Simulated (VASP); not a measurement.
# BeTe (F-43m) in VASP: further runs

The runs below take BeTe through single point, with r2SCAN.

All numbers are computed with VASP 6.6.1; they aren't measurements. Logs are shortened: lines on timing, memory, paths and dates and some standing lists are left out, and cuts for length are marked.

## 1. The cell of the first run

The structure is cubic, space group F-43m (No. 216). The conventional cell has a = 5.580 Å, b = 5.580 Å, c = 5.580 Å, α = 90.00°, β = 90.00°, γ = 90.00°. Be (site symmetry -43m) has 4 Te at 2.42 Å within 3.2 Å. Te (site symmetry -43m) has 4 Be at 2.42 Å within 3.2 Å.

## 2. Single point, r2SCAN

POSCAR reads:

```
BeTe
1.0
    0.0000000000      2.7902133100      2.7902133100
    2.7902133100      0.0000000000      2.7902133100
    2.7902133100      2.7902133100      0.0000000000
Be Te
1 1
Direct
    0.0000000000      0.0000000000      0.0000000000
    0.2500000000      0.2500000000      0.2500000000
```

INCAR.step1 reads:

```
SYSTEM = BeTe
ALGO     = Normal         ! electronic algorithm
EDIFF    = 1E-4           ! SCF threshold, eV
ENCUT    = 520            ! plane-wave cutoff, eV
GGA      = PE             ! functional
ISMEAR   = -1             ! smearing method
LASPH    = .True.         ! aspherical terms in the spheres
LCHARG   = .False.        ! write CHGCAR
LREAL    = .False.        ! projectors in reciprocal space
LWAVE    = .True.         ! write WAVECAR
NBANDS   = 11             ! bands
NELM     = 100            ! most SCF steps
PREC     = Accurate       ! precision mode
SIGMA    = 0.02           ! smearing width, eV
```

INCAR.step2 reads:

```
SYSTEM = BeTe
ALGO     = Normal         ! electronic algorithm
EDIFF    = 1E-6           ! SCF threshold, eV
ENCUT    = 520            ! plane-wave cutoff, eV
ISIF     = 2              ! what is computed and relaxed
ISMEAR   = -1             ! smearing method
ISTART   = 1            
LASPH    = .True.         ! aspherical terms in the spheres
LCHARG   = .False.        ! write CHGCAR
LMIXTAU  = .True.       
LREAL    = .False.        ! projectors in reciprocal space
LWAVE    = .False.        ! write WAVECAR
METAGGA  = R2SCAN         ! meta-GGA
NBANDS   = 11             ! bands
NELM     = 100            ! most SCF steps
PREC     = Accurate       ! precision mode
SIGMA    = 0.02           ! smearing width, eV
```

KPOINTS reads:

```
k-points
0
Gamma
  8 8 8
  0 0 0
```

Potentials or basis: VASP PAW PBE potentials, release 64 (Be, Te).

Command:

```sh
$ cat potpaw_PBE.64/Be/POTCAR potpaw_PBE.64/Te/POTCAR > POTCAR
$ cp INCAR.step1 INCAR
$ mpirun -np 1 vasp_std > vasp.out
$ cp INCAR.step2 INCAR
$ mpirun -np 1 vasp_std > vasp.out
```

OUTCAR:

```text
SYSTEM = BeTe
   EDIFF = 1E-6
   ENCUT = 520
   ISIF = 2
   ISMEAR = -1
   ISTART = 1
   LASPH = .True.
   LREAL = .False.
   METAGGA = R2SCAN
   NELM = 100
   PREC = Accurate

 ion  position               nearest neighbor table
   1  0.000  0.000  0.000-   2 2.42   2 2.42   2 2.42   2 2.42
   2  0.250  0.250  0.250-   1 2.42   1 2.42   1 2.42   1 2.42

  LATTYP: Found a face centered cubic cell.
 ALAT       =     5.5804266200

  Lattice vectors:

 A1 = (   0.0000000000,   2.7902133100,   2.7902133100)
 A2 = (   2.7902133100,   0.0000000000,   2.7902133100)
 A3 = (   2.7902133100,   2.7902133100,   0.0000000000)

Analysis of symmetry for initial positions (statically):
=====================================================================
 Subroutine PRICEL returns:
 Original cell was already a primitive cell.

 Routine SETGRP: Setting up the symmetry group for a
 face centered cubic supercell.

 Subroutine GETGRP returns: Found 24 space group operations
 (whereof 24 operations were pure point group operations)
 out of a pool of 48 trial point group operations.

The static configuration has the point symmetry T_d .

Analysis of symmetry for dynamics (positions and initial velocities):
=====================================================================
 Subroutine PRICEL returns:
 Original cell was already a primitive cell.

 Routine SETGRP: Setting up the symmetry group for a
 face centered cubic supercell.

 Subroutine GETGRP returns: Found 24 space group operations
 (whereof 24 operations were pure point group operations)
 out of a pool of 48 trial point group operations.

The dynamic configuration has the point symmetry T_d .

 Subroutine INISYM returns: Found 24 space group operations
 (whereof 24 operations are pure point group operations),
 and found     1 'primitive' translations

----------------------------------------------------------------------------------------

                                     Primitive cell

  volume of cell :      43.4452

  direct lattice vectors                    reciprocal lattice vectors
     0.000000000  2.790213310  2.790213310    -0.179197769  0.179197769  0.179197769
     2.790213310  0.000000000  2.790213310     0.179197769 -0.179197769  0.179197769
     2.790213310  2.790213310  0.000000000     0.179197769  0.179197769 -0.179197769

  length of vectors
     3.945957505  3.945957505  3.945957505     0.310379640  0.310379640  0.310379640

  position of ions in fractional coordinates (direct lattice)
     0.000000000  0.000000000  0.000000000
     0.250000000  0.250000000  0.250000000

  ion indices of the primitive-cell ions
   primitive index   ion index
                 1           1
                 2           2

----------------------------------------------------------------------------------------

 KPOINTS: k-points

Automatic generation of k-mesh.
 Grid dimensions read from file:
 generate k-points for:    8    8    8

 Generating k-lattice:

  Cartesian coordinates                     Fractional coordinates (reciprocal lattice)
    -0.022399721  0.022399721  0.022399721     0.125000000  0.000000000  0.000000000
     0.022399721 -0.022399721  0.022399721     0.000000000  0.125000000  0.000000000
     0.022399721  0.022399721 -0.022399721     0.000000000  0.000000000  0.125000000

  Length of vectors
     0.038797455  0.038797455  0.038797455

  Shift w.r.t. Gamma in fractional coordinates (k-lattice)
     0.000000000  0.000000000  0.000000000

 Subroutine IBZKPT returns following result:
 ===========================================

 Found     29 irreducible k-points:

 Following reciprocal coordinates:
            Coordinates               Weight
  0.000000  0.000000  0.000000      1.000000
  0.125000  0.000000  0.000000      8.000000
  0.250000  0.000000  0.000000      8.000000
  0.375000  0.000000  0.000000      8.000000
  0.500000  0.000000  0.000000      4.000000
  0.125000  0.125000  0.000000      6.000000
[... 16 lines left out ...]
  0.500000  0.250000  0.125000     48.000000
 -0.375000  0.250000  0.125000     24.000000
 [... further k-points ...]
   k-points           NKPTS =     29   k-points in BZ     NKDIM =     29   number of bands    NBANDS=     11
   number of dos      NEDOS =    301   number of ions     NIONS =      2
   total plane-waves  NPLWV =  27000
   dimension x,y,z NGX =    30 NGY =   30 NGZ =   30
   dimension x,y,z NGXF=    60 NGYF=   60 NGZF=   60
   ions per type =               1   1
   NGX,Y,Z   is equivalent  to a cutoff of  12.64, 12.64, 12.64 a.u.
   NGXF,Y,Z  is equivalent  to a cutoff of  25.28, 25.28, 25.28 a.u.
 SYSTEM =  BeTe
   PREC   = accura    normal or accurate (medium, high low for compatibility)
   ISTART =      1    job   : 0-new  1-cont  2-samecut
   ICHARG =      0    charge: 1-file 2-atom 10-const
   ISPIN  =      1    spin polarized calculation?
   LNONCOLLINEAR =      F non collinear calculations
   LSORBIT =      F    spin-orbit coupling
[... 55 lines left out ...]
 fundamental gap:      2.2654703089
 Fermi energy:         5.6995782299

 k-point     1 :       0.0000    0.0000    0.0000
  band No.  band energies     occupation
      1      -7.7280      2.00000
      2       5.2561      2.00000
      3       5.2561      2.00000
      4       5.2561      2.00000
      5       9.2418      0.00000
      6       9.2418      0.00000
      7       9.2418      0.00000
      8       9.9873      0.00000
      9      14.3476      0.00000
     10      16.0555      0.00000
     11      16.0555      0.00000

 k-point     2 :       0.1250    0.0000    0.0000
  band No.  band energies     occupation
      1      -7.5643      2.00000
      2       3.8893      2.00000
      3       5.0034      2.00000
      4       5.0034      2.00000
      5       9.3224      0.00000
      6       9.6139      0.00000
      7       9.6139      0.00000
      8      11.1674      0.00000
      9      14.8060      0.00000
     10      15.1285      0.00000
     11      15.1285      0.00000

 k-point     3 :       0.2500    0.0000    0.0000
  band No.  band energies     occupation
      1      -7.1100      2.00000
      2       1.7381      2.00000
      3       4.5303      2.00000
      4       4.5303      2.00000
      5       9.1227      0.00000
      6      10.1787      0.00000
      7      10.1787      0.00000
      8      13.1299      0.00000
      9      14.8599      0.00000
     10      14.8599      0.00000
     11      15.1198      0.00000

 k-point     4 :       0.3750    0.0000    0.0000
  band No.  band energies     occupation
      1      -6.5236      2.00000
      2       0.0093      2.00000
      3       4.1652      2.00000
      4       4.1652      2.00000
      5       8.9485      0.00000
      6      10.2968      0.00000
      7      10.2968      0.00000
      8      13.8031      0.00000
      9      15.9947      0.00000
     10      16.0332      0.00000
     11      16.0333      0.00000

 k-point     5 :       0.5000    0.0000    0.0000
  band No.  band energies     occupation
      1      -6.2117      2.00000
      2      -0.6962      2.00000
      3       4.0340      2.00000
      4       4.0340      2.00000
      5       8.8861      0.00000
      6      10.2524      0.00000
      7      10.2524      0.00000
      8      13.7243      0.00000
      9      17.1753      0.00000
     10      17.6510      0.00000
     11      17.6510      0.00000
[... 211 lines left out ...]
 k-point    21 :       0.5000    0.5000    0.0000
  band No.  band energies     occupation
      1      -5.6462      2.00000
      2      -0.2455      2.00000
      3       2.3990      2.00000
      4       2.3990      2.00000
      5       7.5215      0.00000
      6       8.2046      0.00000
      7      16.0082      0.00000
      8      16.0082      0.00000
      9      17.9609      0.00000
     10      19.5942      0.00000
     11      19.6046      0.00000

 k-point    22 :       0.3750    0.2500    0.1250
  band No.  band energies     occupation
      1      -6.7318      2.00000
      2       1.4783      2.00000
      3       2.8352      2.00000
      4       3.9403      2.00000
      5       9.2506      0.00000
      6      10.7283      0.00000
      7      11.0954      0.00000
      8      12.1656      0.00000
      9      15.0785      0.00000
     10      16.7954      0.00000
     11      17.2896      0.00000

 k-point    23 :       0.5000    0.2500    0.1250
  band No.  band energies     occupation
      1      -6.2069      2.00000
      2       0.3105      2.00000
      3       2.2678      2.00000
      4       3.4454      2.00000
      5       9.7396      0.00000
      6      10.4360      0.00000
      7      11.7723      0.00000
      8      12.8212      0.00000
      9      15.9412      0.00000
     10      16.4133      0.00000
     11      18.4616      0.00000

 k-point    24 :      -0.3750    0.2500    0.1250
  band No.  band energies     occupation
      1      -5.9374      2.00000
      2      -0.2448      2.00000
      3       2.1562      2.00000
      4       3.2024      2.00000
      5       9.9255      0.00000
      6      10.0948      0.00000
      7      12.6242      0.00000
      8      13.7795      0.00000
      9      14.3735      0.00000
     10      17.6599      0.00000
     11      18.0705      0.00000

 [... further k-points ...]
[... 5 lines left out ...]
  --------------------------------------------------------------------------------------
  -------------------------------------------------------------------------------------
  Total        0.7706014      0.7706014      0.7706014      0.0000000      0.0000000      0.0000000
  in kB       28.4183050     28.4183050     28.4183050      0.0000000      0.0000000      0.0000000
  external PRESSURE =      28.4183050 kB  Pullay stress =       0.0000000 kB

 VOLUME and BASIS-vectors are now :
 -----------------------------------------------------------------------------
  energy-cutoff  :      520.00
  volume of cell :       43.45
      direct lattice vectors                 reciprocal lattice vectors
     0.000000000  2.790213310  2.790213310    -0.179197769  0.179197769  0.179197769
     2.790213310  0.000000000  2.790213310     0.179197769 -0.179197769  0.179197769
     2.790213310  2.790213310  0.000000000     0.179197769  0.179197769 -0.179197769

 POSITION                                       TOTAL-FORCE (eV/Angst)
 -----------------------------------------------------------------------------------
      0.00000      0.00000      0.00000         0.000000      0.000000      0.000000
      1.39511      1.39511      1.39511        -0.000000     -0.000000     -0.000000
 -----------------------------------------------------------------------------------
    total drift:                                0.000000      0.000000      0.000000

  FREE ENERGIE OF THE ION-ELECTRON SYSTEM (eV)
  ---------------------------------------------------
  free  energy   TOTEN  =       -30.6681039072 eV

  energy  without entropy=      -30.6681039072  energy(sigma->0) =      -30.66810391
```

Wall time 49 s (1 thread of Intel Xeon Platinum 8259CL at 2.50GHz (Skylake/Cascade Lake), shared host); peak memory 0.18 GiB.

Results:

| Property | Result |
| --- | --- |
| Free energy | -30.6681 eV |
| Pressure | 2.8 GPa |
| Band gap on the k mesh | 2.27 eV, indirect (least direct gap 3.99 eV) |

Caveat: the PAW data sets were made with another functional, which shifts forces and pressure a little; spin-orbit coupling is left out, which moves the levels of the heavy elements.

## 3. Single point, r2SCAN

This run uses another cell than the first one, of 22.18 Å³/atom, 1.021 times its volume.

POSCAR reads:

```
BeTe
1.0
    0.0000000000      2.8094567700      2.8094567700
    2.8094567700      0.0000000000      2.8094567700
    2.8094567700      2.8094567700      0.0000000000
Be Te
1 1
Direct
    0.0000000000      0.0000000000      0.0000000000
    0.2500000000      0.2500000000      0.2500000000
```

INCAR.step1 reads:

```
SYSTEM = BeTe
  PREC = Accurate
  ENCUT = 520
  ISMEAR = -1
  SIGMA = 0.02
  LREAL = .False.
  LASPH = .True.
  NELM = 100
  NBANDS = 11
  GGA = PE
  ALGO = Normal
  EDIFF = 1E-4
  LWAVE = .True.
  LCHARG = .False.
```

INCAR.step2 reads:

```
SYSTEM = BeTe
  PREC = Accurate
  ENCUT = 520
  EDIFF = 1E-6
  ISMEAR = -1
  SIGMA = 0.02
  LREAL = .False.
  LASPH = .True.
  NELM = 100
  ALGO = Normal
  ISIF = 2
  LWAVE = .False.
  LCHARG = .True.
  METAGGA = R2SCAN
  LMIXTAU = .True.
  LELF = .True.
  LVHAR = .True.
  NBANDS = 11
  ISTART = 1
```

KPOINTS reads:

```
regular mesh
0
Gamma
  8 8 8
  0 0 0
```

Potentials or basis: VASP PAW PBE potentials, release 64 (Be, Te).

Command:

```sh
$ cat potpaw_PBE.64/Be/POTCAR potpaw_PBE.64/Te/POTCAR > POTCAR
$ cp INCAR.step1 INCAR
$ mpirun -np 1 vasp_std > vasp.out
$ cp INCAR.step2 INCAR
$ mpirun -np 1 vasp_std > vasp.out
```

It took 51 s on 1 thread of Intel Xeon Platinum 8259CL at 2.50GHz (Skylake/Cascade Lake), shared host; peak memory 0.18 GiB.

Results (log left out):

```yaml
Free_energy: -30.6803 eV
Pressure: 1.4 GPa
Band_gap_on_the_k_mesh: 2.32 eV, indirect (least direct gap 4.01 eV)
```

Levels at points of the mesh, in eV from the valence-band top:
```csv
k point,band 2,band 3,band 4,band 5,band 6,band 7
"(0.00, 0.00, 0.00)",0.00,0.00,0.00,4.01,4.01,4.01
"(0.50, 0.00, 0.00)",-5.81,-1.18,-1.18,3.57,5.01,5.01
"(0.50, 0.50, 0.00)",-5.38,-2.77,-2.77,2.32,2.98,10.62
```

Caveat: the PAW data sets were made with another functional, which shifts forces and pressure a little; spin-orbit coupling is left out, which moves the levels of the heavy elements. r2SCAN opens gaps a little over a GGA but as a rule still falls short of measured ones.

## 4. Single point, r2SCAN

This run uses another cell than the first one, of 22.63 Å³/atom, 1.042 times its volume.

POSCAR reads:

```
BeTe
1.0
    0.0000000000      2.8284401625      2.8284401625
    2.8284401625      0.0000000000      2.8284401625
    2.8284401625      2.8284401625      0.0000000000
Be Te
1 1
Direct
    0.0000000000      0.0000000000      0.0000000000
    0.2500000000      0.2500000000      0.2500000000
```

INCAR.step1 reads:

```
ALGO = Normal ; EDIFF = 1E-4
ENCUT = 520 ; GGA = PE
ISMEAR = -1 ; LASPH = T
LCHARG = F ; LREAL = F
LWAVE = T ; NBANDS = 11
NELM = 100 ; PREC = Accurate
SIGMA = 0.02
```

INCAR.step2 reads:

```
ALGO = Normal ; EDIFF = 1E-6
ENCUT = 520 ; ISIF = 2
ISMEAR = -1 ; ISTART = 1
LASPH = T ; LCHARG = F
LMIXTAU = T ; LREAL = F
LWAVE = F ; METAGGA = R2SCAN
NBANDS = 11 ; NELM = 100
PREC = Accurate ; SIGMA = 0.02
```

KPOINTS reads:

```
k-points
0
Gamma
  8 8 8
```

Command:

```sh
$ cat potpaw_PBE.64/Be/POTCAR potpaw_PBE.64/Te/POTCAR > POTCAR
$ cp INCAR.step1 INCAR
$ mpirun -np 1 vasp_std > vasp.out
$ cp INCAR.step2 INCAR
$ mpirun -np 1 vasp_std > vasp.out
```

It took 51 s on 1 thread of Intel Xeon Platinum 8259CL at 2.50GHz (Skylake/Cascade Lake), shared host; peak memory 0.17 GiB.

It converged, with:

- Free energy: -30.6849 eV
- Pressure: 0.2 GPa
- Band gap on the k mesh: 2.37 eV, indirect (least direct gap 4.03 eV)

Levels at points of the mesh, in eV from the valence-band top:
| k point | band 1 | band 2 | band 3 | band 4 | band 5 | band 6 | band 7 | band 8 |
| --- | --- | --- | --- | --- | --- | --- | --- | --- |
| (0.00, 0.00, 0.00) | -12.70 | 0.00 | 0.00 | 0.00 | 4.03 | 4.03 | 4.03 | 4.41 |
| (0.50, 0.00, 0.00) | -11.29 | -5.68 | -1.15 | -1.15 | 3.52 | 5.02 | 5.02 | 8.47 |
| (0.50, 0.50, 0.00) | -10.77 | -5.27 | -2.70 | -2.70 | 2.37 | 3.01 | 10.49 | 10.49 |

Caveat: the PAW data sets were made with another functional, which shifts forces and pressure a little; spin-orbit coupling is left out, which moves the levels of the heavy elements. A k mesh can miss the band edges.

## 5. Single point, r2SCAN

This run uses another cell than the first one, of 22.63 Å³/atom, 1.042 times its volume.

POSCAR reads:

```
BeTe
1.0
    0.0000000000      2.8284401600      2.8284401600
    2.8284401600      0.0000000000      2.8284401600
    2.8284401600      2.8284401600      0.0000000000
Be Te
1 1
Direct
    0.0000000000      0.0000000000      0.0000000000
    0.2500000000      0.2500000000      0.2500000000
```

INCAR.step1 reads:

```
PREC = Accurate
ENCUT = 520
ISMEAR = -1
SIGMA = 0.02
LREAL = F
LASPH = T
NELM = 80
NBANDS = 11
GGA = PE
ALGO = Normal
EDIFF = 1E-4
LWAVE = T
LCHARG = F
```

INCAR.step2 reads:

```
PREC = Accurate
ENCUT = 520
EDIFF = 1E-7
ISMEAR = -1
SIGMA = 0.02
LREAL = F
LASPH = T
NELM = 80
ALGO = Normal
ISIF = 2
LWAVE = F
LCHARG = F
METAGGA = R2SCAN
LMIXTAU = T
NBANDS = 11
ISTART = 1
```

KPOINTS reads:

```
Automatic mesh
0
Gamma
  8 8 8
```

Command:

```sh
$ cat potpaw_PBE.64/Be/POTCAR potpaw_PBE.64/Te/POTCAR > POTCAR
$ cp INCAR.step1 INCAR
$ mpirun -np 1 vasp_std > vasp.out
$ cp INCAR.step2 INCAR
$ mpirun -np 1 vasp_std > vasp.out
```

Run time: 63 s. Hardware: 1 thread of Intel Xeon Platinum 8259CL at 2.50GHz (Skylake/Cascade Lake), shared host; peak memory 0.18 GiB.

The run converged. Its results:

```
Free energy            : -30.6849 eV
Pressure               : 0.2 GPa
Band gap on the k mesh : 2.37 eV, indirect (least direct gap 4.03 eV)
```

Levels at points of the mesh, in eV from the valence-band top:
```csv
k point,band 2,band 3,band 4,band 5,band 6,band 7
"(0.00, 0.00, 0.00)",0.00,0.00,0.00,4.03,4.03,4.03
"(0.50, 0.00, 0.00)",-5.68,-1.15,-1.15,3.51,5.02,5.02
"(0.50, 0.50, 0.00)",-5.27,-2.70,-2.70,2.37,3.01,10.48
```

Caveat: the PAW data sets were made with another functional, which shifts forces and pressure a little; spin-orbit coupling is left out, which moves the levels of the heavy elements.

## 6. The runs side by side

```csv
cell,gap on the mesh (eV),pressure (GPa)
"a = 3.946 Å, angles 60.0°, 2 atoms",2.27,2.8
"a = 3.973 Å, angles 60.0°, 2 atoms",2.32,1.4
"a = 4.000 Å, angles 60.0°, 2 atoms",2.37,0.2
```

Alike in all rows: task single point; level r2SCAN; potentials or basis VASP PAW PBE potentials, release 64 (Be, Te); no spin polarisation; k mesh 8 × 8 × 8; cutoff (eV) 520; smearing fermi-dirac 0.02 eV.

Caveats: the PAW data sets were made with another functional, which shifts forces and pressure a little; spin-orbit coupling is left out, which moves the levels of the heavy elements.

Absolute energies hang on the potentials; compare differences alone.
